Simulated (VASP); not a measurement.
# TiAl (Pm-3m) in VASP: further runs, part 2 of 2

VASP 6.6.1. Earlier steps stand in the parts before.

## (5) Single point, r2SCAN

This run uses another cell than the first one, of 17.03 Å³/atom, 1.060 times its volume.

POSCAR

```
TiAl
1.0
    3.2414144177      0.0000000000      0.0000000000
    0.0000000000      3.2414144177      0.0000000000
    0.0000000000      0.0000000000      3.2414144177
Ti Al
1 1
Direct
    0.0000000000      0.0000000000      0.0000000000
    0.5000000000      0.5000000000      0.5000000000
```

INCAR.step1

```
SYSTEM = TiAl
ALGO = Normal
EDIFF = 1E-4
ENCUT = 520
GGA = PE
ISMEAR = -1
LASPH = .True.
LCHARG = .False.
LREAL = .False.
LWAVE = .True.
NBANDS = 14
NELM = 60
PREC = Accurate
SIGMA = 0.05
```

INCAR.step2

```
SYSTEM = TiAl
ALGO = Normal
EDIFF = 1E-7
ENCUT = 520
ISIF = 2
ISMEAR = -1
ISTART = 1
LASPH = .True.
LCHARG = .False.
LMIXTAU = .True.
LREAL = .False.
LWAVE = .False.
METAGGA = R2SCAN
NBANDS = 14
NELM = 60
PREC = Accurate
SIGMA = 0.05
```

KPOINTS

```
k-points
0
Gamma
  8 8 8
  0 0 0
```

Potentials or basis: VASP PAW PBE potentials, release 64 (Ti_sv, Al).

Run with:

```console
$ cat potpaw_PBE.64/Ti_sv/POTCAR potpaw_PBE.64/Al/POTCAR > POTCAR
$ cp INCAR.step1 INCAR
$ mpirun -np 1 vasp_std > vasp.out
$ cp INCAR.step2 INCAR
$ mpirun -np 1 vasp_std > vasp.out
```

OUTCAR:

```text
SYSTEM = TiAl
   EDIFF = 1E-7
   ENCUT = 520
   ISIF = 2
   ISMEAR = -1
   ISTART = 1
   LASPH = .True.
   LREAL = .False.
   METAGGA = R2SCAN
   NELM = 60
   PREC = Accurate

 ion  position               nearest neighbor table
   1  0.000  0.000  0.000-   2 2.81   2 2.81   2 2.81   2 2.81   2 2.81   2 2.81   2 2.81   2 2.81

   2  0.500  0.500  0.500-   1 2.81   1 2.81   1 2.81   1 2.81   1 2.81   1 2.81   1 2.81   1 2.81

  LATTYP: Found a simple cubic cell.
 ALAT       =     3.2414144177

  Lattice vectors:

 A1 = (   3.2414144177,   0.0000000000,   0.0000000000)
 A2 = (   0.0000000000,   3.2414144177,   0.0000000000)
 A3 = (   0.0000000000,   0.0000000000,   3.2414144177)

Analysis of symmetry for initial positions (statically):
=====================================================================
 Subroutine PRICEL returns:
 Original cell was already a primitive cell.

 Routine SETGRP: Setting up the symmetry group for a
 simple cubic supercell.

 Subroutine GETGRP returns: Found 48 space group operations
 (whereof 48 operations were pure point group operations)
 out of a pool of 48 trial point group operations.

The static configuration has the point symmetry O_h .

[... 167 lines left out ...]
  band No.  band energies     occupation
      1     -51.1894      2.00000
      2     -26.3454      2.00000
      3     -26.3454      2.00000
      4     -26.3454      2.00000
      5      -1.3716      2.00000
      6       6.7443      2.00000
      7       6.7443      2.00000
      8      10.1299      0.00000
      9      10.1299      0.00000
     10      10.1299      0.00000
     11      12.5674      0.00000
     12      12.5674      0.00000
     13      12.5674      0.00000
     14      16.9562      0.00000
[... 377 lines left out ...]
      1     -51.1653      2.00000
      2     -26.4729      2.00000
      3     -26.4498      2.00000
      4     -26.3418      2.00000
      5       3.0399      2.00000
      6       4.9933      2.00000
      7       6.1502      2.00000
      8       7.5654      2.00000
      9       9.1771      0.00000
     10       9.2108      0.00000
     11      10.9378      0.00000
     12      12.8507      0.00000
     13      13.2008      0.00000
     14      15.6185      0.00000

 [... further k-points ...]
[... 5 lines left out ...]
  --------------------------------------------------------------------------------------
  -------------------------------------------------------------------------------------
  Total       -1.3925334     -1.3925334     -1.3925334      0.0000000      0.0000000      0.0000000
  in kB      -65.5107431    -65.5107431    -65.5107431      0.0000000      0.0000000      0.0000000
  external PRESSURE =     -65.5107431 kB  Pullay stress =       0.0000000 kB

 VOLUME and BASIS-vectors are now :
 -----------------------------------------------------------------------------
  energy-cutoff  :      520.00
  volume of cell :       34.06
      direct lattice vectors                 reciprocal lattice vectors
     3.241414418  0.000000000  0.000000000     0.308507297  0.000000000  0.000000000
     0.000000000  3.241414418  0.000000000     0.000000000  0.308507297  0.000000000
     0.000000000  0.000000000  3.241414418     0.000000000  0.000000000  0.308507297

 POSITION                                       TOTAL-FORCE (eV/Angst)
 -----------------------------------------------------------------------------------
      0.00000      0.00000      0.00000         0.000000      0.000000      0.000000
      1.62071      1.62071      1.62071         0.000000      0.000000      0.000000
 -----------------------------------------------------------------------------------
    total drift:                               -0.000000      0.000000      0.000000

  FREE ENERGIE OF THE ION-ELECTRON SYSTEM (eV)
  ---------------------------------------------------
  free  energy   TOTEN  =       -20.2690707789 eV

  energy  without entropy=      -20.2492366475  energy(sigma->0) =      -20.25915371
```

OUTCAR.step1:

```text
SYSTEM = TiAl
   EDIFF = 1E-4
   ENCUT = 520
   GGA = PE
   ISMEAR = -1
   LASPH = .True.
   LREAL = .False.
[... 628 lines left out ...]
      0.00000      0.00000      0.00000         0.000000      0.000000      0.000000
      1.62071      1.62071      1.62071         0.000000      0.000000      0.000000
 -----------------------------------------------------------------------------------
    total drift:                                0.000000      0.000000      0.000000

  FREE ENERGIE OF THE ION-ELECTRON SYSTEM (eV)
  ---------------------------------------------------
  free  energy   TOTEN  =       -12.0876394942 eV

  energy  without entropy=      -12.0629748925  energy(sigma->0) =      -12.07530719
```

OSZICAR.step1:

```text
N       E                     dE             d eps       ncg     rms          rms(c)
DAV:   1     0.102805803030E+03    0.10281E+03   -0.69690E+03   980   0.107E+03
DAV:   2    -0.813355277972E+01   -0.11094E+03   -0.10702E+03  1016   0.295E+02
DAV:   3    -0.136695344693E+02   -0.55360E+01   -0.53122E+01  1510   0.641E+01
DAV:   4    -0.138367277092E+02   -0.16719E+00   -0.16689E+00  1108   0.101E+01
DAV:   5    -0.138418909591E+02   -0.51632E-02   -0.51626E-02  1510   0.173E+00    0.937E+00
DAV:   6    -0.122147835876E+02    0.16271E+01   -0.57173E+00  1116   0.316E+01    0.311E+00
DAV:   7    -0.121004654038E+02    0.11432E+00   -0.59913E-01  1104   0.102E+01    0.163E+00
DAV:   8    -0.120932033061E+02    0.72621E-02   -0.70974E-02  1220   0.291E+00    0.690E-01
DAV:   9    -0.120874823592E+02    0.57209E-02   -0.14245E-02  1146   0.166E+00    0.161E-01
DAV:  10    -0.120876205212E+02   -0.13816E-03   -0.38121E-04  1172   0.170E-01    0.866E-02
DAV:  11    -0.120876394942E+02   -0.18973E-04   -0.94720E-05   736   0.103E-01
   1 F= -.12087639E+02 E0= -.12075307E+02  d E =-.246646E-01
```

Run time: 58 s. Hardware: 1 thread of Intel Xeon 8259CL, shared host; peak memory 0.15 GiB.

What came out:

```yaml
Free_energy: -20.2691 eV
Pressure: -6.6 GPa
```

Caveat: the PAW data sets were made with another functional, which shifts forces and pressure a little.

## (6) Summary

```csv
cell,gap on the mesh (eV),pressure (GPa)
"a = 3.179 Å, 2 atoms",none,-0.7
"a = 3.200 Å, 2 atoms",none,-2.8
"a = 3.221 Å, 2 atoms",none,-4.8
"a = 3.241 Å, 2 atoms",none,-6.6
```

Alike in all rows: task single point; level r2SCAN; potentials or basis VASP PAW PBE potentials, release 64 (Ti_sv, Al); no spin polarisation; k mesh 8 × 8 × 8; cutoff (eV) 520; smearing fermi-dirac 0.05 eV.

Caveats: the PAW data sets were made with another functional, which shifts forces and pressure a little.

Total energies depend on the potentials used, so only differences within one code and one set of settings carry meaning.
